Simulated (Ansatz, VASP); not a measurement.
**SnPbO2 in VASP and in Ansatz**

File POSCAR:

```
SnPbO2
1.0
    3.8682734985      0.0000000000      0.0000000000
    0.0000000000      3.8682734985      0.0000000000
    0.0000000000      0.0000000000      4.8975259038
Pb Sn O
1 1 2
Direct
    0.0000000000      0.0000000000      0.2543065904
    0.5000000000      0.5000000000      0.7752054720
    0.5000000000      0.0000000000     -0.0147560312
    0.0000000000      0.5000000000     -0.0147560312
```

The input INCAR.step1:

```
SYSTEM = SnPbO2
ALGO = Normal ; EDIFF = 1E-4
ENCUT = 520 ; GGA = PE
ISMEAR = 0 ; LASPH = .TRUE.
LCHARG = .FALSE. ; LREAL = .FALSE.
LWAVE = .TRUE. ; NBANDS = 28
NELM = 60 ; PREC = Accurate
SIGMA = 0.01
```

The input INCAR.step2:

```
SYSTEM = SnPbO2
ALGO = Normal ; EDIFF = 1E-6
ENCUT = 520 ; ISIF = 2
ISMEAR = 0 ; ISTART = 1
LASPH = .TRUE. ; LCHARG = .FALSE.
LMIXTAU = .TRUE. ; LREAL = .FALSE.
LWAVE = .FALSE. ; METAGGA = R2SCAN
NBANDS = 28 ; NELM = 60
PREC = Accurate ; SIGMA = 0.01
```

The input KPOINTS:

```
k-points
0
G
  6 6 6
  0 0 0
```

Input for Ansatz:

```yaml
crystal:
  lattice:
    - [3.8682734985, 0.0, 0.0]
    - [0.0, 3.8682734985, 0.0]
    - [0.0, 0.0, 4.8975259038]
  atoms:
    - { symbol: Pb, position: [0.0, 0.0, 0.2543065904] }
    - { symbol: Sn, position: [0.5, 0.5, 0.775205472] }
    - { symbol: O, position: [0.5, 0.0, -0.0147560312] }
    - { symbol: O, position: [0.0, 0.5, -0.0147560312] }
kpoints:
  mp_grid: { grid: [6, 6, 6] }
  band_path:
    path:
      - [0.0, 0.0, 0.0]
      - [0.0, 0.5, 0.0]
      - [0.5, 0.5, 0.0]
      - [0.0, 0.0, 0.5]
      - [0.0, 0.5, 0.5]
      - [0.5, 0.5, 0.5]
      - [-0.0625, -0.0625, 0.0]
    npoints: 1
hamiltonian:
  xc: r2scan
scf:
  occupations: { method: fixed }
  n_extra_bands: 5
output:
  forces: true
  stress: true
  eigenvalues: true
  write_density: true
  write_potential: true
  elf: true
  volumetric_format: npy
```

Alike in both runs: task single point; functional r2SCAN; k mesh 6 × 6 × 6; no spin polarisation.

|  | VASP | Ansatz |
| --- | --- | --- |
| version | VASP 6.6.1 | Ansatz 0.2.0 |
| potentials or method | VASP PAW PBE potentials, release 64 (Pb_d, Sn_d, O) | plane waves, PAW |
| plane-wave cutoff (eV) | 520 | 500 |
| occupations | gaussian, width 0.01 eV | fixed |
| valence electrons in the cell | 40 | 40 |

Ansatz gave:

```
gap on the k mesh at the Fermi level (eV)                     : 0.78
pressure (GPa)                                                : 1.2
traceless stress, the component that is largest in VASP (GPa) : 0.00
rms of the force components (eV/Å)                            : 0.006
```

What did VASP give for the same quantities?

gap on the k mesh at the Fermi level (eV): 0.78; pressure (GPa): 1.8; traceless stress, the component that is largest in VASP (GPa): -0.08; rms of the force components (eV/Å): 0.045.

VASP's potentials were made for PBE, not for r2SCAN. Atom by atom the forces differ by 0.051 eV/Å (rms over components).

Neither program's run includes spin-orbit coupling.
